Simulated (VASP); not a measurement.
# Co (P6/mmm) in VASP: a series of runs, part 2 of 2

VASP 6.6.1.

## (3) Single point, LDA, collinear spin, ferromagnetic start

This run uses another cell than the first one, of 10.20 Å³/atom, 0.893 times its volume.

File INCAR:

```
ALGO = Normal
EDIFF = 1E-6
ENCUT = 520
ISIF = 2
ISMEAR = -1
ISPIN = 2
LASPH = T
LCHARG = F
LMAXMIX = 4
LORBIT = 11
LREAL = F
LWAVE = F
MAGMOM = 1.594 1.614 1.614
NBANDS = 24
NELM = 150
PREC = Accurate
SIGMA = 0.05
```

File KPOINTS:

```
k-points
0
Gamma
  12 12 17
```

File POSCAR:

```
Co
1.0
    3.8556030654      0.0000000000      0.0000000000
   -1.9278015327      3.3390502015      0.0000000000
    0.0000000000      0.0000000000      2.3767076119
Co
3
Direct
    0.0000000000      0.0000000000      0.0000000000
    0.3333333333      0.6666666667      0.5000000000
    0.6666666667      0.3333333333      0.5000000000
```

Potentials or basis: VASP PAW LDA potentials, release 64 (Co).

Started as:

```bash
$ cat potpaw_LDA.64/Co/POTCAR > POTCAR
$ mpirun -np 1 vasp_std > vasp.out
```

OUTCAR:

```text
EDIFF = 1E-6
   ENCUT = 520
   ISIF = 2
   ISMEAR = -1
   ISPIN = 2
   LASPH = T
   LORBIT = 11
   LREAL = F
   NELM = 150
   PREC = Accurate

 ion  position               nearest neighbor table
   1  0.000  0.000  0.000-   2 2.52   3 2.52   2 2.52   3 2.52   2 2.52   2 2.52   3 2.52   3 2.52
                             3 2.52   3 2.52   2 2.52   2 2.52
   2  0.333  0.667  0.500-   3 2.23   3 2.23   3 2.23   1 2.52   1 2.52   1 2.52   1 2.52   1 2.52
                             1 2.52
   3  0.667  0.333  0.500-   2 2.23   2 2.23   2 2.23   1 2.52   1 2.52   1 2.52   1 2.52   1 2.52
                             1 2.52

  LATTYP: Found a hexagonal cell.
 ALAT       =     3.8556030654
 C/A-ratio  =     0.6164295369

  Lattice vectors:

 A1 = (   3.8556030654,   0.0000000000,   0.0000000000)
 A2 = (  -1.9278015327,   3.3390502015,   0.0000000000)
 A3 = (   0.0000000000,   0.0000000000,   2.3767076119)

Analysis of symmetry for initial positions (statically):
=====================================================================
 Subroutine PRICEL returns:
 Original cell was already a primitive cell.

 Routine SETGRP: Setting up the symmetry group for a
 hexagonal supercell.

 Subroutine GETGRP returns: Found 24 space group operations
 (whereof 24 operations were pure point group operations)
 out of a pool of 24 trial point group operations.

The static configuration has the point symmetry D_6h.

Analysis of symmetry for dynamics (positions and initial velocities):
=====================================================================
 Subroutine PRICEL returns:
 Original cell was already a primitive cell.

 Routine SETGRP: Setting up the symmetry group for a
 hexagonal supercell.

 Subroutine GETGRP returns: Found 24 space group operations
 (whereof 24 operations were pure point group operations)
 out of a pool of 24 trial point group operations.

The dynamic configuration has the point symmetry D_6h.

Analysis of structural, dynamic, and magnetic symmetry:
[... 159 lines left out ...]
  energy without entropy =      -24.05424808  energy(sigma->0) =      -24.06607112

 E-fermi :  10.9423     XC(G=0): -14.0948

 val. band max:       10.9386741402   @ k =   0.3333   0.2500   0.1176
 cond. band min:      10.9434266290   @ k =   0.1667   0.1667   0.4706
 fundamental gap:      0.0047524889
 Fermi energy:        10.9423060162

 spin component 1

 k-point     1 :       0.0000    0.0000    0.0000
  band No.  band energies     occupation
      1       1.5574      1.00000
      2       5.9729      1.00000
      3       7.3763      1.00000
      4       7.3763      1.00000
      5       7.4240      1.00000
      6       7.4240      1.00000
[... 637 lines left out ...]
     23      28.9396      0.00000
     24      31.4264      0.00000

 [... further k-points ...]

 spin component 2

 k-point     1 :       0.0000    0.0000    0.0000
  band No.  band energies     occupation
      1       1.7580      1.00000
      2       7.0110      1.00000
      3       8.4043      1.00000
      4       8.4043      1.00000
      5       8.4293      1.00000
      6       8.4293      1.00000
[... 637 lines left out ...]
     23      29.3437      0.00000
     24      31.7562      0.00000

 [... further k-points ...]

------------------------ aborting loop because EDIFF is reached ----------------------------------------

  FORCE on cell =-STRESS in cart. coord.  units (eV):
  Direction    XX          YY          ZZ          XY          YZ          ZX
  --------------------------------------------------------------------------------------
  -------------------------------------------------------------------------------------
  Total       -0.3020449     -0.3020449     -0.4118534      0.0000000      0.0000000      0.0000000
  in kB      -15.8157954    -15.8157954    -21.5656337      0.0000000      0.0000000      0.0000000
  external PRESSURE =     -17.7324082 kB  Pullay stress =       0.0000000 kB

 VOLUME and BASIS-vectors are now :
 -----------------------------------------------------------------------------
  energy-cutoff  :      520.00
  volume of cell :       30.60
      direct lattice vectors                 reciprocal lattice vectors
     3.855603065  0.000000000  0.000000000     0.259362798  0.149743181  0.000000000
    -1.927801533  3.339050202  0.000000000     0.000000000  0.299486363  0.000000000
     0.000000000  0.000000000  2.376707612     0.000000000  0.000000000  0.420750115

 POSITION                                       TOTAL-FORCE (eV/Angst)
 -----------------------------------------------------------------------------------
      0.00000      0.00000      0.00000         0.000000      0.000000      0.000000
     -0.00000      2.22603      1.18835        -0.000000      0.000000      0.000000
      1.92780      1.11302      1.18835         0.000000      0.000000      0.000000
 -----------------------------------------------------------------------------------
    total drift:                               -0.000000      0.000000      0.000000

  FREE ENERGIE OF THE ION-ELECTRON SYSTEM (eV)
  ---------------------------------------------------
  free  energy   TOTEN  =       -24.0778941607 eV

  energy  without entropy=      -24.0542480848  energy(sigma->0) =      -24.06607112

 total charge

# of ion       s       p       d       tot
------------------------------------------
    1        0.496   0.554   7.311   8.360
    2        0.531   0.584   7.350   8.465
    3        0.531   0.584   7.350   8.465
--------------------------------------------------
tot          1.558   1.721  22.011  25.291

 magnetization (x)

# of ion       s       p       d       tot
------------------------------------------
    1       -0.007  -0.039   1.544   1.499
    2       -0.009  -0.031   1.560   1.521
    3       -0.009  -0.031   1.560   1.521
--------------------------------------------------
tot         -0.024  -0.101   4.665   4.540
```

OSZICAR:

```text
N       E                     dE             d eps       ncg     rms          rms(c)
DAV:   1     0.154323450179E+03    0.15432E+03   -0.11384E+04 17136   0.151E+03
DAV:   2    -0.193126612670E+02   -0.17364E+03   -0.16152E+03 16552   0.279E+02
DAV:   3    -0.273311036769E+02   -0.80184E+01   -0.77520E+01 18736   0.826E+01
DAV:   4    -0.274733617384E+02   -0.14226E+00   -0.14217E+00 23008   0.937E+00
DAV:   5    -0.274763884532E+02   -0.30267E-02   -0.30266E-02 21336   0.123E+00    0.197E+01
DAV:   6    -0.249376547367E+02    0.25387E+01   -0.18392E+01 19120   0.730E+01    0.124E+01
DAV:   7    -0.301864330880E+02   -0.52488E+01   -0.33432E+01 19648   0.103E+02    0.364E+01
DAV:   8    -0.240443820527E+02    0.61421E+01   -0.23519E+01 19976   0.510E+01    0.464E+00
DAV:   9    -0.240745798275E+02   -0.30198E-01   -0.42069E-01 18432   0.680E+00    0.274E+00
DAV:  10    -0.240806166084E+02   -0.60368E-02   -0.33945E-02 22120   0.267E+00    0.116E+00
DAV:  11    -0.240772104728E+02    0.34061E-02   -0.10255E-02 25712   0.130E+00    0.481E-01
DAV:  12    -0.240776814169E+02   -0.47094E-03   -0.17857E-03 21024   0.496E-01    0.259E-01
DAV:  13    -0.240778853698E+02   -0.20395E-03   -0.40871E-04 25864   0.227E-01    0.695E-02
DAV:  14    -0.240778939192E+02   -0.85494E-05   -0.45758E-05 23528   0.910E-02    0.199E-02
DAV:  15    -0.240778941607E+02   -0.24154E-06   -0.54572E-06 18240   0.311E-02
   1 F= -.24077894E+02 E0= -.24066071E+02  d E =-.236461E-01  mag=     4.5621
```

It took 4.1 min on 1 thread of Intel Xeon 6975P-C, shared host; peak memory 0.27 GiB.

Results:

```yaml
Free_energy: -24.0779 eV
Pressure: -1.8 GPa
Net_moment: 4.56 μB per cell
Site_moments: Co +1.50, +1.52 μB
Valence_electrons_inside_the_program's_atomic_spheres: Co 8.36, 8.46
```

## (4) Single point, LDA, collinear spin, ferromagnetic start

This run uses another cell than the first one, of 10.20 Å³/atom, 0.893 times its volume.

File INCAR:

```
  ALGO = Normal
  EDIFF = 1E-6
  ENCUT = 520
  ISIF = 2
  ISMEAR = -1
  ISPIN = 2
  LASPH = True
  LCHARG = False
  LMAXMIX = 4
  LORBIT = 11
  LREAL = False
  LWAVE = False
  MAGMOM = 1.7 1.7 1.7
  NBANDS = 24
  NELM = 150
  PREC = Accurate
  SIGMA = 0.05
```

File KPOINTS:

```
k-points
0
Gamma
  9 9 13
```

POSCAR is that of step 3.

Started as:

```bash
$ cat potpaw_LDA.64/Co/POTCAR > POTCAR
$ mpirun -np 1 vasp_std > vasp.out
```

It took 4.9 min on 1 thread of AMD EPYC 7R13, shared host; peak memory 0.17 GiB.

The run converged. Its results:

```
Free energy                                           : -24.0801 eV
Pressure                                              : -1.4 GPa
Net moment                                            : 4.63 μB per cell
Site moments                                          : Co +1.52, +1.54 μB
Valence electrons inside the program's atomic spheres : Co 8.36, 8.47
```

Levels at points of the mesh, in eV from the Fermi level:
Spin up:
```tsv
k point	band 14	band 15	band 16	band 17	band 18	band 19
(0.00, 0.00, 0.00)	-1.79	-0.43	-0.43	6.87	6.87	6.87
```
Spin down:
| k point | band 9 | band 10 | band 11 | band 12 | band 13 | band 14 |
| --- | --- | --- | --- | --- | --- | --- |
| (0.00, 0.00, 0.00) | -0.91 | -0.91 | -0.35 | -0.35 | -0.28 | -0.28 |

## (5) The runs side by side

| cell | k mesh | gap on the mesh (eV) | pressure (GPa) | moment (μB) |
| --- | --- | --- | --- | --- |
| a = 4.004, b = 4.004, c = 2.468 Å, angles 90.0, 90.0, 120.0°, 3 atoms | 11 × 11 × 15 | none | -23.4 | 4.87 |
| a = 3.856, b = 3.856, c = 2.377 Å, angles 90.0, 90.0, 120.0°, 3 atoms | 12 × 12 × 17 | none | -1.8 | 4.56 |
| a = 3.856, b = 3.856, c = 2.377 Å, angles 90.0, 90.0, 120.0°, 3 atoms | 9 × 9 × 13 | none | -1.4 | 4.63 |

Alike in all rows: task single point; level LDA; potentials or basis VASP PAW LDA potentials, release 64 (Co); spin collinear, ferromagnetic start; cutoff (eV) 520; smearing fermi-dirac 0.05 eV.

Absolute energies hang on the potentials; compare differences alone.
